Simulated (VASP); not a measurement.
Runs of VASP 6.6.1 on B. The structure is that of space group P6_3/mmc (No. 194), or close to it. The cells are those of the table. 

```csv
task,cell,k mesh,cutoff (eV),gap on the mesh (eV),pressure (GPa)
single point,"a = 1.653, b = 1.653, c = 20.428 Å, angles 90.0, 90.0, 120.0°, 4 atoms",23 × 23 × 2,520,none,17.9
single point,"a = 1.725, b = 1.725, c = 21.317 Å, angles 90.0, 90.0, 120.0°, 4 atoms",27 × 27 × 2,520,none,-0.7
single point,"a = 1.769, b = 1.769, c = 21.871 Å, angles 90.0, 90.0, 120.0°, 4 atoms",23 × 23 × 2,520,none,-8.9
single point,"a = 1.725, b = 1.725, c = 21.317 Å, angles 90.0, 90.0, 120.0°, 4 atoms",17 × 17 × 5,520,none,-0.1
single point,"a = 1.677, b = 1.677, c = 20.733 Å, angles 90.0, 90.0, 120.0°, 4 atoms",23 × 23 × 2,520,none,10.4
single point,"a = 1.791, b = 1.791, c = 22.138 Å, angles 90.0, 90.0, 120.0°, 4 atoms",23 × 23 × 2,520,none,(b)
relaxation of cell and atoms,"relaxed from a = 2.101, b = 2.101, c = 6.861 Å, angles 90.0, 90.0, 120.0°, 4 atoms",17 × 17 × 5,600,none,0.0
single point,"a = 1.725, b = 1.725, c = 21.317 Å, angles 90.0, 90.0, 120.0°, 4 atoms",23 × 23 × 2,520,none,(a)
```

Alike in all rows: level RPBE; potentials or basis VASP PAW PBE potentials, release 64 (B); no spin polarisation; smearing fermi-dirac 0.1 eV.

**Question.** Fill in the values left out.

**Answer.** (a) -1.2; (b) -11.5.

Caveats: the PAW data sets were made with another functional, which shifts forces and pressure a little; this functional lacks dispersion, which binds the layers, so the pressure and a relaxed spacing across them are unreliable (some runs).

A gap of «none» marks levels without a gap at the run's occupations.
